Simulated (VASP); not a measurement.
# As (P6_3/mmc) in VASP: further runs

The runs below take As through single point, with PBEsol.

Everything below comes from runs of VASP 6.6.1. Logs are shortened: lines on timing, memory, paths and dates and some standing lists are left out, and cuts for length are marked.

### 1 The cell of the first run

Symmetry: P6_3/mmc, No. 194, hexagonal system. The conventional cell has a = 2.928 Å, b = 2.928 Å, c = 9.908 Å, α = 90.00°, β = 90.00°, γ = 120.00°. As (site symmetry -3m) has 12 As at 2.93 to 3.00 Å within 3.9 Å. Within 3.9 Å of As (site symmetry -6m2) lie 12 As at 2.93 to 3.00 Å.

### 2 Single point, PBEsol

Input file INCAR:

```
SYSTEM = As
PREC = Accurate
ENCUT = 520
EDIFF = 1E-6
ISMEAR = 0
SIGMA = 0.1
LREAL = .False.
LASPH = .True.
NELM = 60
ALGO = Normal
ISIF = 2
LWAVE = .False.
LCHARG = .True.
GGA = PS
LELF = .True.
LVHAR = .True.
NBANDS = 18
```

Input file KPOINTS:

```
regular mesh
0
Gamma
  6 6 2
  0 0 0
```

Input file POSCAR:

```
As
1.0
    2.9278726475      0.0000000000      0.0000000000
   -1.4639363237      2.5356120918      0.0000000000
    0.0000000000      0.0000000000      9.9078006357
As
4
Direct
    0.0000000000      0.0000000000      0.0000000000
    0.0000000000      0.0000000000      0.5000000000
    0.3333333333      0.6666666667      0.7500000000
    0.6666666667      0.3333333333      0.2500000000
```

Potentials or basis: VASP PAW PBE potentials, release 64 (As).

Started as:

```
> cat potpaw_PBE.64/As/POTCAR > POTCAR
> mpirun -np 1 vasp_std > vasp.out
```

OUTCAR:

```text
SYSTEM = As
   PREC = Accurate
   ENCUT = 520
   EDIFF = 1E-6
   ISMEAR = 0
   LREAL = .False.
   LASPH = .True.
   NELM = 60
   ISIF = 2
   GGA = PS

 ion  position               nearest neighbor table
   1  0.000  0.000  0.000-
   2  0.000  0.000  0.500-
   3  0.333  0.667  0.750-
   4  0.667  0.333  0.250-

  LATTYP: Found a hexagonal cell.
 ALAT       =     2.9278726475
 C/A-ratio  =     3.3839588768

  Lattice vectors:

 A1 = (   2.9278726475,   0.0000000000,   0.0000000000)
 A2 = (  -1.4639363237,   2.5356120918,   0.0000000000)
 A3 = (   0.0000000000,   0.0000000000,   9.9078006357)

Analysis of symmetry for initial positions (statically):
=====================================================================
 Subroutine PRICEL returns:
 Original cell was already a primitive cell.

 Routine SETGRP: Setting up the symmetry group for a
 hexagonal supercell.

 Subroutine GETGRP returns: Found 24 space group operations
 (whereof 12 operations were pure point group operations)
 out of a pool of 24 trial point group operations.

The static configuration has the point symmetry D_3d.
 The point group associated with its full space group is D_6h.

Analysis of symmetry for dynamics (positions and initial velocities):
=====================================================================
 Subroutine PRICEL returns:
 Original cell was already a primitive cell.

 Routine SETGRP: Setting up the symmetry group for a
 hexagonal supercell.

 Subroutine GETGRP returns: Found 24 space group operations
 (whereof 12 operations were pure point group operations)
 out of a pool of 24 trial point group operations.

The dynamic configuration has the point symmetry D_3d.
 The point group associated with its full space group is D_6h.

 Subroutine INISYM returns: Found 24 space group operations
 (whereof 12 operations are pure point group operations),
 and found     1 'primitive' translations

----------------------------------------------------------------------------------------

                                     Primitive cell

  volume of cell :      73.5550

  direct lattice vectors                    reciprocal lattice vectors
     2.927872648  0.000000000  0.000000000     0.341544910  0.197191046  0.000000000
    -1.463936324  2.535612092  0.000000000     0.000000000  0.394382092  0.000000000
     0.000000000  0.000000000  9.907800636     0.000000000  0.000000000  0.100930573

  length of vectors
     2.927872648  2.927872647  9.907800636     0.394382092  0.394382092  0.100930573

  position of ions in fractional coordinates (direct lattice)
     0.000000000  0.000000000  0.000000000
     0.000000000  0.000000000  0.500000000
     0.333333333  0.666666667  0.750000000
     0.666666667  0.333333333  0.250000000

  ion indices of the primitive-cell ions
   primitive index   ion index
                 1           1
                 2           2
                 3           3
                 4           4

----------------------------------------------------------------------------------------

 KPOINTS: regular mesh

Automatic generation of k-mesh.
 Grid dimensions read from file:
 generate k-points for:    6    6    2

 Generating k-lattice:

  Cartesian coordinates                     Fractional coordinates (reciprocal lattice)
     0.056924152  0.032865174  0.000000000     0.166666667 -0.000000000  0.000000000
     0.000000000  0.065730349  0.000000000     0.000000000  0.166666667  0.000000000
     0.000000000  0.000000000  0.050465287     0.000000000  0.000000000  0.500000000

  Length of vectors
     0.065730349  0.065730349  0.050465287

  Shift w.r.t. Gamma in fractional coordinates (k-lattice)
     0.000000000  0.000000000  0.000000000

 Subroutine IBZKPT returns following result:
 ===========================================

 Found     14 irreducible k-points:

 Following reciprocal coordinates:
            Coordinates               Weight
  0.000000  0.000000  0.000000      1.000000
  0.166667 -0.000000  0.000000      6.000000
  0.333333 -0.000000  0.000000      6.000000
  0.500000 -0.000000  0.000000      3.000000
  0.166667  0.166667  0.000000      6.000000
  0.333333  0.166667  0.000000     12.000000
  0.333333  0.333333  0.000000      2.000000
  0.000000  0.000000  0.500000      1.000000
  0.166667 -0.000000  0.500000      6.000000
  0.333333 -0.000000  0.500000      6.000000
  0.500000 -0.000000  0.500000      3.000000
  0.166667  0.166667  0.500000      6.000000
  0.333333  0.166667  0.500000     12.000000
  0.333333  0.333333  0.500000      2.000000
   k-points           NKPTS =     14   k-points in BZ     NKDIM =     14   number of bands    NBANDS=     18
   number of dos      NEDOS =    301   number of ions     NIONS =      4
   total plane-waves  NPLWV =  46080
   dimension x,y,z NGX =    24 NGY =   24 NGZ =   80
   dimension x,y,z NGXF=    48 NGYF=   48 NGZF=  160
   ions per type =               4
   NGX,Y,Z   is equivalent  to a cutoff of  13.63, 13.63, 13.42 a.u.
   NGXF,Y,Z  is equivalent  to a cutoff of  27.25, 27.25, 26.85 a.u.
 SYSTEM =  As
   PREC   = accura    normal or accurate (medium, high low for compatibility)
   ISTART =      0    job   : 0-new  1-cont  2-samecut
   ICHARG =      2    charge: 1-file 2-atom 10-const
   ISPIN  =      1    spin polarized calculation?
   LNONCOLLINEAR =      F non collinear calculations
   LSORBIT =      F    spin-orbit coupling
   LASPH  =      T    aspherical Exc in radial PAW
   ENCUT  =  520.0 eV  38.22 Ry    6.18 a.u.   5.44  5.44 18.42*2*pi/ulx,y,z
   NELM   =     60;   NELMIN=  2; NELMDL= -5     # of ELM steps
   EDIFF  = 0.1E-05   stopping-criterion for ELM
   LREAL  =      F    real-space projection
   EDIFFG = 0.1E-04   stopping-criterion for IOM
   NSW    =      0    number of steps for IOM
   IBRION =     -1    ionic relax: 0-MD 1-quasi-New 2-CG
   NFREE  =      0    steps in history (QN), initial steepest desc. (CG)
   ISIF   =      2    stress and relaxation
   ISYM   =      2    0-nonsym 1-usesym 2-fastsym
   POTIM  = 0.5000    time-step for ionic-motion
   TEBEG  =    0.0;   TEEND  =   0.0 temperature during run
   PSTRESS=    0.0 pullay stress
   NELECT =      20.0000    total number of electrons
   NUPDOWN=      -1.0000    fix difference up-down
   EMIN   =  10.00;   EMAX   =-10.00  energy-range for DOS
   EFERMI =   0.00;   METHOD = LEGACY
   ISMEAR =     0;   SIGMA  =   0.10  broadening in eV -4-tet -1-fermi 0-gaus
   EFERMI_NEDOS =   21; number of points for ismear=-14 and -15
   IALGO  =     38    algorithm
   IMIX   =      4    mixing-type and parameters
     AMIX     =   0.40;   BMIX     =  1.00
     AMIX_MAG =   1.60;   BMIX_MAG =  1.00
  volume/ion in A,a.u.               =      18.39       124.09
  Fermi-wavevector in a.u.,A,eV,Ry     =   1.060590  2.004224 15.304521  1.124851
  Thomas-Fermi vector in A             =   2.195976
   LORBIT       =      0    0 simple, 1 ext, 2 COOP (PROOUT), +10 PAW based schemes
   GGA     = PS    functional components
   LHFCALC =     F    Hartree Fock is set to
   AEXX    =    0.0000 exact exchange contribution
   IVDW    =     0    specifies the selected vdW correction
   LEPSILON=     F    determine dielectric tensor
   LRPA    =     F    only Hartree local field effects (RPA)
 non-spin polarized calculation
 Gauss-broadening in eV      SIGMA  =   0.10
  energy-cutoff  :      520.00
  volume of cell :       73.56
 maximum number of plane-waves:      2041
 NGX is ok and might be reduce to    24
   NGX = 11   NGY = 11   NGZ = 37

 number of electron      19.9999997 magnetization

 Free energy of the ion-electron system (eV)
  ---------------------------------------------------
  ext. energy  EPLUGINS =         0.00000000
  ---------------------------------------------------
  free energy    TOTEN  =       -18.89936378 eV

  energy without entropy =      -18.89451683  energy(sigma->0) =      -18.89694030

 E-fermi :   6.5838     XC(G=0): -11.0211

 val. band max:        6.5830984985   @ k =   0.1667   0.1667   0.0000
 cond. band min:       7.1950100599   @ k =   0.3333   0.1667   0.5000
 fundamental gap:      0.6119115614
 Fermi energy:         6.5838409602

 k-point     1 :       0.0000    0.0000    0.0000
  band No.  band energies     occupation
      1      -8.6597      2.00000
      2      -7.2875      2.00000
      3      -7.2143      2.00000
      4      -4.4032      2.00000
      5      -0.2836      2.00000
      6       5.3538      2.00000
[... 10 lines left out ...]
     17      17.1533      0.00000
     18      17.7806      0.00000

 k-point     2 :       0.1667   -0.0000    0.0000
  band No.  band energies     occupation
      1      -8.0446      2.00000
      2      -6.6817      2.00000
      3      -6.6091      2.00000
      4      -3.8488      2.00000
      5       0.3409      2.00000
      6       5.7401      2.00000
[... 10 lines left out ...]
     17      15.5084      0.00000
     18      16.3566      0.00000

 k-point     3 :       0.3333   -0.0000    0.0000
  band No.  band energies     occupation
      1      -6.2445      2.00000
      2      -4.9370      2.00000
      3      -4.8713      2.00000
      4      -2.4290      2.00000
      5       2.0689      2.00000
      6       2.4554      2.00000
[... 10 lines left out ...]
     17      13.2143      0.00000
     18      14.1184      0.00000

 k-point     4 :       0.5000   -0.0000    0.0000
  band No.  band energies     occupation
      1      -4.0103      2.00000
      2      -3.3987      2.00000
      3      -3.1278      2.00000
      4      -2.2737      2.00000
      5       0.0403      2.00000
      6       0.3172      2.00000
[... 165 lines left out ...]
      4      -3.9287      2.00000
      5       3.1062      2.00000
      6       3.1062      2.00000
[... 10 lines left out ...]
     17      16.3636      0.00000
     18      16.4178      0.00000

 k-point    13 :       0.3333    0.1667    0.5000
  band No.  band energies     occupation
      1      -4.2644      2.00000
      2      -4.2644      2.00000
      3      -2.3473      2.00000
      4      -2.3473      2.00000
      5       1.3072      2.00000
      6       1.3072      2.00000
[... 10 lines left out ...]
     17      14.3421      0.00000
     18      14.3421      0.00000

 k-point    14 :       0.3333    0.3333    0.5000
  band No.  band energies     occupation
      1      -2.4355      2.00000
      2      -2.4355      2.00000
      3      -2.3730      2.00000
      4      -2.3730      2.00000
      5       1.5750      2.00000
      6       1.5750      2.00000
[... 10 lines left out ...]
     17      12.6912      0.00000
     18      12.6912      0.00000

------------------------ aborting loop because EDIFF is reached ----------------------------------------

  FORCE on cell =-STRESS in cart. coord.  units (eV):
  Direction    XX          YY          ZZ          XY          YZ          ZX
  --------------------------------------------------------------------------------------
  -------------------------------------------------------------------------------------
  Total        0.0399825      0.0399825      0.1564808      0.0000000      0.0000000      0.0000000
  in kB        0.8708991      0.8708991      3.4084695      0.0000000      0.0000000      0.0000000
  external PRESSURE =       1.7167559 kB  Pullay stress =       0.0000000 kB

 VOLUME and BASIS-vectors are now :
 -----------------------------------------------------------------------------
  energy-cutoff  :      520.00
  volume of cell :       73.56
      direct lattice vectors                 reciprocal lattice vectors
     2.927872648  0.000000000  0.000000000     0.341544910  0.197191046  0.000000000
    -1.463936324  2.535612092  0.000000000     0.000000000  0.394382092  0.000000000
     0.000000000  0.000000000  9.907800636     0.000000000  0.000000000  0.100930573

 POSITION                                       TOTAL-FORCE (eV/Angst)
 -----------------------------------------------------------------------------------
      0.00000      0.00000      0.00000        -0.000000      0.000000      0.000000
      0.00000      0.00000      4.95390        -0.000000      0.000000      0.000000
     -0.00000      1.69041      7.43085        -0.000000      0.000000     -0.000000
      1.46394      0.84520      2.47695         0.000000     -0.000000      0.000000
 -----------------------------------------------------------------------------------
    total drift:                                0.000000     -0.000000     -0.000000

  FREE ENERGIE OF THE ION-ELECTRON SYSTEM (eV)
  ---------------------------------------------------
  free  energy   TOTEN  =       -18.8993637801 eV

  energy  without entropy=      -18.8945168288  energy(sigma->0) =      -18.89694030
```

It took 15 s on 1 thread of Intel Xeon Platinum 8259CL at 2.50GHz (Skylake/Cascade Lake), shared host; peak memory 0.19 GiB.

What came out:

```yaml
Free_energy: -18.8994 eV
Pressure: 0.2 GPa
Band_gap_on_the_k_mesh: zero (band 10 reaches 12.18 eV, above the bottom of band 11 at 3.69 eV)
```

Stress tensor (GPa, compression positive):
```
0.09 0.00 0.00
0.00 0.09 0.00
0.00 0.00 0.34
```

Caveat: the k points lie up to 0.41 Å⁻¹ apart; the PAW data sets were made with another functional, which shifts forces and pressure a little.

### 3 Single point, PBEsol

This run uses another cell than the first one, of 21.15 Å³/atom, 1.150 times its volume.

Input file INCAR:

```
ALGO     = Normal         # electronic algorithm
EDIFF    = 1E-7           # SCF threshold, eV
ENCUT    = 520            # plane-wave cutoff, eV
GGA      = PS             # functional
ISIF     = 2              # what is computed and relaxed
ISMEAR   = 0              # smearing method
LASPH    = T              # aspherical terms in the spheres
LCHARG   = F              # write CHGCAR
LREAL    = F              # projectors in reciprocal space
LWAVE    = F              # write WAVECAR
NBANDS   = 18             # bands
NELM     = 60             # most SCF steps
PREC     = Accurate       # precision mode
SIGMA    = 0.1            # smearing width, eV
```

Input file KPOINTS:

```
k-points
0
Gamma
  6 6 2
```

Input file POSCAR:

```
As
1.0
    3.1169808247      0.0000000000      0.0000000000
   -1.5584904123      2.6993845773      0.0000000000
    0.0000000000      0.0000000000     10.0528783672
As
4
Direct
    0.0000000000      0.0000000000      0.0000000000
    0.0000000000      0.0000000000      0.5000000000
    0.3333333333      0.6666666667      0.7500000000
    0.6666666667      0.3333333333      0.2500000000
```

Potentials or basis: VASP PAW PBE potentials, release 64 (As).

Started as:

```
> cat potpaw_PBE.64/As/POTCAR > POTCAR
> mpirun -np 1 vasp_std > vasp.out
```

OUTCAR:

```text
EDIFF = 1E-7
   ENCUT = 520
   GGA = PS
   ISIF = 2
   ISMEAR = 0
   LASPH = T
   LREAL = F
   NELM = 60
   PREC = Accurate

 ion  position               nearest neighbor table
   1  0.000  0.000  0.000-
   2  0.000  0.000  0.500-
   3  0.333  0.667  0.750-
   4  0.667  0.333  0.250-

  LATTYP: Found a hexagonal cell.
[... 481 lines left out ...]

  FORCE on cell =-STRESS in cart. coord.  units (eV):
  Direction    XX          YY          ZZ          XY          YZ          ZX
  --------------------------------------------------------------------------------------
  -------------------------------------------------------------------------------------
  Total       -6.0672747     -6.0672747     -3.0004458     -0.0000000     -0.0000000     -0.0000000
  in kB     -114.9251083   -114.9251083    -56.8338462     -0.0000000     -0.0000000     -0.0000000
  external PRESSURE =     -95.5613543 kB  Pullay stress =       0.0000000 kB

 VOLUME and BASIS-vectors are now :
 -----------------------------------------------------------------------------
  energy-cutoff  :      520.00
  volume of cell :       84.58
      direct lattice vectors                 reciprocal lattice vectors
     3.116980825  0.000000000  0.000000000     0.320823276  0.185227405  0.000000000
    -1.558490412  2.699384577  0.000000000     0.000000000  0.370454810  0.000000000
     0.000000000  0.000000000 10.052878367     0.000000000  0.000000000  0.099473998

 POSITION                                       TOTAL-FORCE (eV/Angst)
 -----------------------------------------------------------------------------------
      0.00000      0.00000      0.00000        -0.000000      0.000000      0.000000
      0.00000      0.00000      5.02644        -0.000000      0.000000      0.000000
     -0.00000      1.79959      7.53966         0.000000     -0.000000     -0.000000
      1.55849      0.89979      2.51322        -0.000000      0.000000      0.000000
 -----------------------------------------------------------------------------------
    total drift:                                0.000000     -0.000000     -0.000000

  FREE ENERGIE OF THE ION-ELECTRON SYSTEM (eV)
  ---------------------------------------------------
  free  energy   TOTEN  =       -18.4656488542 eV

  energy  without entropy=      -18.4597706499  energy(sigma->0) =      -18.46270975
```

stdout:

```text
POSCAR found type information on POSCAR As
 POSCAR found :  1 types and       4 ions
 scaLAPACK will be used
 -----------------------------------------------------------------------------
|                                                                             |
|                                                                             |
|     You enforced a specific xc type in the INCAR file but a different       |
|     I HOPE YOU KNOW WHAT YOU ARE DOING!                                     |
|                                                                             |
 -----------------------------------------------------------------------------

 LDA part: xc-table for (Slater+PW92), standard interpolation
 POSCAR, INCAR and KPOINTS ok, starting setup
 FFT: planning ... GRIDC
 FFT: planning ... GRID_SOFT
 FFT: planning ... GRID
 WAVECAR not read
 entering main loop
```

It took 16 s on 1 thread of Intel Xeon Platinum 8259CL at 2.50GHz (Skylake/Cascade Lake), shared host; peak memory 0.19 GiB.

Results:

- Free energy: -18.4656 eV
- Pressure: -9.6 GPa
- Band gap on the k mesh: zero (band 10 reaches 9.29 eV, above the bottom of band 11 at 2.72 eV)

Stress tensor (GPa, compression positive):
```
-11.49   0.00   0.00
  0.00 -11.49   0.00
  0.00   0.00  -5.68
```

Caveat: the k points lie up to 0.39 Å⁻¹ apart; the PAW data sets were made with another functional, which shifts forces and pressure a little.

[end of part 1 of 2]
